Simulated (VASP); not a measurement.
Write the native input for VASP 6.6.1 that does the following.

| Item | Value |
| --- | --- |
| Task | single point |
| Functional | PBE-based screened hybrid with 75 % exact exchange |
| Potentials or basis | VASP PAW PBE potentials, release 64 (C_h) |
| Cutoff | 1000 eV |
| k mesh | 6 × 6 × 6 |
| Occupations | gaussian, width 0.01 eV |
| Spin | no spin polarisation |
| Dipole correction | no |
| Grid for exact exchange (PRECFOCK) | Normal |
| Share of exact exchange | 0.75 |
| Further INCAR settings | ALGO = Normal; EDIFF = 1e-06; NBANDS = 11 |
| Screening parameter | 0.5 1/Å |

Crystal: C.

```
CELL_PARAMETERS angstrom
0.00000 1.78012 1.78012
1.78012 0.00000 1.78012
1.78012 1.78012 0.00000
ATOMIC_POSITIONS crystal
C 0.00000 0.00000 0.00000
C 0.25000 0.25000 0.25000
```

These files were run (other wordings do the same):

POSCAR

```
C
1.0
    0.0000000000      1.7801241426      1.7801241426
    1.7801241426      0.0000000000      1.7801241426
    1.7801241426      1.7801241426      0.0000000000
C
2
Direct
    0.0000000000      0.0000000000      0.0000000000
    0.2500000000      0.2500000000      0.2500000000
```

INCAR.step1

```
PREC = Accurate
ENCUT = 1000
EDIFF = 1E-5
ISMEAR = 0
SIGMA = 0.01
LREAL = False
LASPH = True
NELM = 120
ALGO = Normal
ISIF = 2
LWAVE = True
GGA = PE
NBANDS = 11
GGA_COMPAT = False
```

INCAR.step2

```
PREC = Accurate
ENCUT = 1000
EDIFF = 1E-6
ISMEAR = 0
SIGMA = 0.01
LREAL = False
LASPH = True
NELM = 120
ALGO = Normal
ISIF = 2
LWAVE = False
LCHARG = True
GGA = PE
LHFCALC = True
AEXX = 0.75
HFSCREEN = 0.5
PRECFOCK = Normal
LELF = True
LVHAR = True
ISTART = 1
NBANDS = 11
GGA_COMPAT = False
```

KPOINTS

```
Automatic mesh
0
Gamma
  6 6 6
```

Potentials or basis: VASP PAW PBE potentials, release 64 (C_h).

Run with:

```sh
$ cat potpaw_PBE.64/C_h/POTCAR > POTCAR
$ cp INCAR.step1 INCAR
$ mpirun -np 1 vasp_std > vasp.out
$ cp INCAR.step2 INCAR
$ mpirun -np 1 vasp_std > vasp.out
```

Results of the run:

```yaml
Pressure: -18.8 GPa
Band_gap_on_the_k_mesh: 5.99 eV (least direct gap 8.09 eV)
```

Caveat: the k points lie up to 0.51 Å⁻¹ apart; the PAW data sets were made with another functional, which shifts forces and pressure a little.

Wall time 5.4 min on 1 thread of AMD EPYC 9R45 96-Core Processor (Zen 5) (shared host), peak memory 0.22 GiB.
